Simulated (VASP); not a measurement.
# InP (Fm-3m) in VASP: notebook

InP is run at these levels: PBE; tasks: single point.

Program: VASP 6.6.1. These are calculated values, not measurements. Logs are shortened: lines on timing, memory, paths and dates and some standing lists are left out, and cuts for length are marked.

### 1 The cell of the first run

The structure is cubic, space group Fm-3m (No. 225). The conventional cell has a = 5.538 Å, b = 5.538 Å, c = 5.538 Å, α = 90.00°, β = 90.00°, γ = 90.00°. Within 3.6 Å of In (site symmetry m-3m) lie 6 P at 2.77 Å. P (site symmetry m-3m) has 6 In at 2.77 Å within 3.6 Å.

### 2 Single point, PBE

Contents of INCAR:

```
PREC = Accurate
ENCUT = 520
EDIFF = 1E-6
ISMEAR = 0
SIGMA = 0.016
LREAL = F
LASPH = T
NELM = 80
ALGO = Normal
ISIF = 2
LWAVE = F
LCHARG = T
GGA = PE
LELF = T
LVHAR = T
NBANDS = 16
```

Contents of KPOINTS:

```
Automatic mesh
0
Gamma
  8 8 8
```

Contents of POSCAR:

```
InP
1.0
    0.0000000000      2.7688340000      2.7688340000
    2.7688340000      0.0000000000      2.7688340000
    2.7688340000      2.7688340000      0.0000000000
In P
1 1
Direct
    0.0000000000      0.0000000000      0.0000000000
    0.5000000000      0.5000000000      0.5000000000
```

Potentials or basis: VASP PAW PBE potentials, release 64 (In_d, P).

On the command line:

```
cat potpaw_PBE.64/In_d/POTCAR potpaw_PBE.64/P/POTCAR > POTCAR
mpirun -np 1 vasp_std > vasp.out
```

OUTCAR:

```text
PREC = Accurate
   ENCUT = 520
   EDIFF = 1E-6
   ISMEAR = 0
   LREAL = F
   LASPH = T
   NELM = 80
   ISIF = 2
   GGA = PE

 ion  position               nearest neighbor table
   1  0.000  0.000  0.000-   2 2.77   2 2.77   2 2.77   2 2.77   2 2.77   2 2.77
   2  0.500  0.500  0.500-   1 2.77   1 2.77   1 2.77   1 2.77   1 2.77   1 2.77

  LATTYP: Found a face centered cubic cell.
 ALAT       =     5.5376680000

  Lattice vectors:

 A1 = (   0.0000000000,   2.7688340000,   2.7688340000)
 A2 = (   2.7688340000,   0.0000000000,   2.7688340000)
 A3 = (   2.7688340000,   2.7688340000,   0.0000000000)

Analysis of symmetry for initial positions (statically):
=====================================================================
 Subroutine PRICEL returns:
 Original cell was already a primitive cell.

 Routine SETGRP: Setting up the symmetry group for a
 face centered cubic supercell.

 Subroutine GETGRP returns: Found 48 space group operations
 (whereof 48 operations were pure point group operations)
 out of a pool of 48 trial point group operations.

The static configuration has the point symmetry O_h .

Analysis of symmetry for dynamics (positions and initial velocities):
=====================================================================
 Subroutine PRICEL returns:
 Original cell was already a primitive cell.

 Routine SETGRP: Setting up the symmetry group for a
 face centered cubic supercell.

 Subroutine GETGRP returns: Found 48 space group operations
 (whereof 48 operations were pure point group operations)
 out of a pool of 48 trial point group operations.

The dynamic configuration has the point symmetry O_h .

 Subroutine INISYM returns: Found 48 space group operations
 (whereof 48 operations are pure point group operations),
 and found     1 'primitive' translations

----------------------------------------------------------------------------------------

                                     Primitive cell

  volume of cell :      42.4542

  direct lattice vectors                    reciprocal lattice vectors
     0.000000000  2.768834000  2.768834000    -0.180581429  0.180581429  0.180581429
     2.768834000  0.000000000  2.768834000     0.180581429 -0.180581429  0.180581429
     2.768834000  2.768834000  0.000000000     0.180581429  0.180581429 -0.180581429

  length of vectors
     3.915722595  3.915722595  3.915722595     0.312776210  0.312776210  0.312776210

  position of ions in fractional coordinates (direct lattice)
     0.000000000  0.000000000  0.000000000
     0.500000000  0.500000000  0.500000000

  ion indices of the primitive-cell ions
   primitive index   ion index
                 1           1
                 2           2

----------------------------------------------------------------------------------------

 KPOINTS: Automatic mesh

Automatic generation of k-mesh.
 Grid dimensions read from file:
 generate k-points for:    8    8    8

 Generating k-lattice:

  Cartesian coordinates                     Fractional coordinates (reciprocal lattice)
    -0.022572679  0.022572679  0.022572679     0.125000000  0.000000000  0.000000000
     0.022572679 -0.022572679  0.022572679     0.000000000  0.125000000  0.000000000
     0.022572679  0.022572679 -0.022572679     0.000000000  0.000000000  0.125000000

  Length of vectors
     0.039097026  0.039097026  0.039097026

  Shift w.r.t. Gamma in fractional coordinates (k-lattice)
     0.000000000  0.000000000  0.000000000

 Subroutine IBZKPT returns following result:
 ===========================================

 Found     29 irreducible k-points:

 Following reciprocal coordinates:
            Coordinates               Weight
  0.000000  0.000000  0.000000      1.000000
  0.125000  0.000000  0.000000      8.000000
  0.250000  0.000000  0.000000      8.000000
  0.375000  0.000000  0.000000      8.000000
  0.500000  0.000000  0.000000      4.000000
  0.125000  0.125000  0.000000      6.000000
[... 16 lines left out ...]
  0.500000  0.250000  0.125000     48.000000
 -0.375000  0.250000  0.125000     24.000000
 [... further k-points ...]
   k-points           NKPTS =     29   k-points in BZ     NKDIM =     29   number of bands    NBANDS=     16
   number of dos      NEDOS =    301   number of ions     NIONS =      2
   total plane-waves  NPLWV =  27000
   dimension x,y,z NGX =    30 NGY =   30 NGZ =   30
   dimension x,y,z NGXF=    60 NGYF=   60 NGZF=   60
   ions per type =               1   1
   NGX,Y,Z   is equivalent  to a cutoff of  12.74, 12.74, 12.74 a.u.
   NGXF,Y,Z  is equivalent  to a cutoff of  25.47, 25.47, 25.47 a.u.
 SYSTEM =  unknown system
   PREC   = accura    normal or accurate (medium, high low for compatibility)
   ISTART =      0    job   : 0-new  1-cont  2-samecut
   ICHARG =      2    charge: 1-file 2-atom 10-const
   ISPIN  =      1    spin polarized calculation?
   LNONCOLLINEAR =      F non collinear calculations
   LSORBIT =      F    spin-orbit coupling
   LASPH  =      T    aspherical Exc in radial PAW
   ENCUT  =  520.0 eV  38.22 Ry    6.18 a.u.   7.28  7.28  7.28*2*pi/ulx,y,z
   NELM   =     80;   NELMIN=  2; NELMDL= -5     # of ELM steps
   EDIFF  = 0.1E-05   stopping-criterion for ELM
   LREAL  =      F    real-space projection
   EDIFFG = 0.1E-04   stopping-criterion for IOM
   NSW    =      0    number of steps for IOM
   IBRION =     -1    ionic relax: 0-MD 1-quasi-New 2-CG
   NFREE  =      0    steps in history (QN), initial steepest desc. (CG)
   ISIF   =      2    stress and relaxation
   ISYM   =      2    0-nonsym 1-usesym 2-fastsym
   POTIM  = 0.5000    time-step for ionic-motion
   TEBEG  =    0.0;   TEEND  =   0.0 temperature during run
   PSTRESS=    0.0 pullay stress
   NELECT =      18.0000    total number of electrons
   NUPDOWN=      -1.0000    fix difference up-down
   EMIN   =  10.00;   EMAX   =-10.00  energy-range for DOS
   EFERMI =   0.00;   METHOD = LEGACY
   ISMEAR =     0;   SIGMA  =   0.02  broadening in eV -4-tet -1-fermi 0-gaus
   EFERMI_NEDOS =   21; number of points for ismear=-14 and -15
   IALGO  =     38    algorithm
   IMIX   =      4    mixing-type and parameters
     AMIX     =   0.40;   BMIX     =  1.00
     AMIX_MAG =   1.60;   BMIX_MAG =  1.00
  volume/ion in A,a.u.               =      21.23       143.25
  Fermi-wavevector in a.u.,A,eV,Ry     =   1.229869  2.324115 20.579860  1.512577
  Thomas-Fermi vector in A             =   2.364739
   LORBIT       =      0    0 simple, 1 ext, 2 COOP (PROOUT), +10 PAW based schemes
   GGA     = PE    functional components
   LHFCALC =     F    Hartree Fock is set to
   AEXX    =    0.0000 exact exchange contribution
   IVDW    =     0    specifies the selected vdW correction
   LEPSILON=     F    determine dielectric tensor
   LRPA    =     F    only Hartree local field effects (RPA)
 non-spin polarized calculation
 Gauss-broadening in eV      SIGMA  =   0.02
  energy-cutoff  :      520.00
  volume of cell :       42.45
 maximum number of plane-waves:      1162
 NGX is ok and might be reduce to    30
   NGX = 15   NGY = 15   NGZ = 15

 number of electron      18.0000009 magnetization

 Free energy of the ion-electron system (eV)
  ---------------------------------------------------
  ext. energy  EPLUGINS =         0.00000000
  ---------------------------------------------------
  free energy    TOTEN  =        -7.90844227 eV

  energy without entropy =       -7.90836087  energy(sigma->0) =       -7.90840157

 E-fermi :   7.1423     XC(G=0): -10.3951

 val. band max:        7.1266119235   @ k =  -0.3750   0.5000   0.1250
 cond. band min:       7.1961369363   @ k =  -0.3750   0.3750   0.0000
 fundamental gap:      0.0695250128
 Fermi energy:         7.1422630277

 k-point     1 :       0.0000    0.0000    0.0000
  band No.  band energies     occupation
      1      -7.2112      2.00000
      2      -7.2112      2.00000
      3      -7.1924      2.00000
      4      -7.1924      2.00000
      5      -7.1924      2.00000
      6      -4.9590      2.00000
[... 8 lines left out ...]
     15      15.5084      0.00000
     16      15.5084      0.00000

 k-point     2 :       0.1250    0.0000    0.0000
  band No.  band energies     occupation
      1      -7.2188      2.00000
      2      -7.2188      2.00000
      3      -7.1928      2.00000
      4      -7.1819      2.00000
      5      -7.1819      2.00000
      6      -4.7647      2.00000
[... 8 lines left out ...]
     15      14.8459      0.00000
     16      15.4012      0.00000

 k-point     3 :       0.2500    0.0000    0.0000
  band No.  band energies     occupation
      1      -7.2407      2.00000
      2      -7.2407      2.00000
      3      -7.1957      2.00000
      4      -7.1528      2.00000
      5      -7.1528      2.00000
      6      -4.2028      2.00000
[... 8 lines left out ...]
     15      15.7568      0.00000
     16      15.7568      0.00000

 k-point     4 :       0.3750    0.0000    0.0000
  band No.  band energies     occupation
      1      -7.2632      2.00000
      2      -7.2632      2.00000
      3      -7.2005      2.00000
      4      -7.1228      2.00000
      5      -7.1228      2.00000
      6      -3.3942      2.00000
[... 8 lines left out ...]
     15      17.2383      0.00000
     16      17.2383      0.00000
[... 324 lines left out ...]
 k-point    22 :       0.3750    0.2500    0.1250
  band No.  band energies     occupation
      1      -7.3136      2.00000
      2      -7.2174      2.00000
      3      -7.2040      2.00000
      4      -7.1395      2.00000
      5      -7.1345      2.00000
      6      -3.6619      2.00000
[... 8 lines left out ...]
     15      18.2749      0.00000
     16      18.4344      0.00000

 k-point    23 :       0.5000    0.2500    0.1250
  band No.  band energies     occupation
      1      -7.3428      2.00000
      2      -7.2339      2.00000
      3      -7.1908      2.00000
      4      -7.1372      2.00000
      5      -7.1136      2.00000
      6      -2.8627      2.00000
[... 8 lines left out ...]
     15      18.3451      0.00000
     16      19.3711      0.00000

 k-point    24 :      -0.3750    0.2500    0.1250
  band No.  band energies     occupation
      1      -7.3528      2.00000
      2      -7.2424      2.00000
      3      -7.1784      2.00000
      4      -7.1445      2.00000
      5      -7.1035      2.00000
      6      -2.3719      2.00000
[... 8 lines left out ...]
     15      17.1235      0.00000
     16      19.8111      0.00000

 [... further k-points ...]
[... 5 lines left out ...]
  --------------------------------------------------------------------------------------
  -------------------------------------------------------------------------------------
  Total       -0.0332582     -0.0332582     -0.0332582      0.0000000     -0.0000000      0.0000000
  in kB       -1.2551280     -1.2551280     -1.2551280      0.0000000     -0.0000000      0.0000000
  external PRESSURE =      -1.2551280 kB  Pullay stress =       0.0000000 kB

 VOLUME and BASIS-vectors are now :
 -----------------------------------------------------------------------------
  energy-cutoff  :      520.00
  volume of cell :       42.45
      direct lattice vectors                 reciprocal lattice vectors
     0.000000000  2.768834000  2.768834000    -0.180581429  0.180581429  0.180581429
     2.768834000  0.000000000  2.768834000     0.180581429 -0.180581429  0.180581429
     2.768834000  2.768834000  0.000000000     0.180581429  0.180581429 -0.180581429

 POSITION                                       TOTAL-FORCE (eV/Angst)
 -----------------------------------------------------------------------------------
      0.00000      0.00000      0.00000         0.000000      0.000000      0.000000
      2.76883      2.76883      2.76883         0.000000      0.000000      0.000000
 -----------------------------------------------------------------------------------
    total drift:                               -0.000000      0.000000      0.000000

  FREE ENERGIE OF THE ION-ELECTRON SYSTEM (eV)
  ---------------------------------------------------
  free  energy   TOTEN  =        -7.9084422694 eV

  energy  without entropy=       -7.9083608725  energy(sigma->0) =       -7.90840157
```

Wall time 60 s (1 thread of AMD EPYC 7R13, shared host); peak memory 0.15 GiB.

What came out:

```yaml
Free_energy: -7.9084 eV
Pressure: -0.1 GPa
Band_gap_on_the_k_mesh: zero (band 9 reaches 7.35 eV, above the bottom of band 10 at 4.72 eV)
```

Caveat: spin-orbit coupling is left out, which moves the levels of the heavy elements.

[end of part 1 of 2]
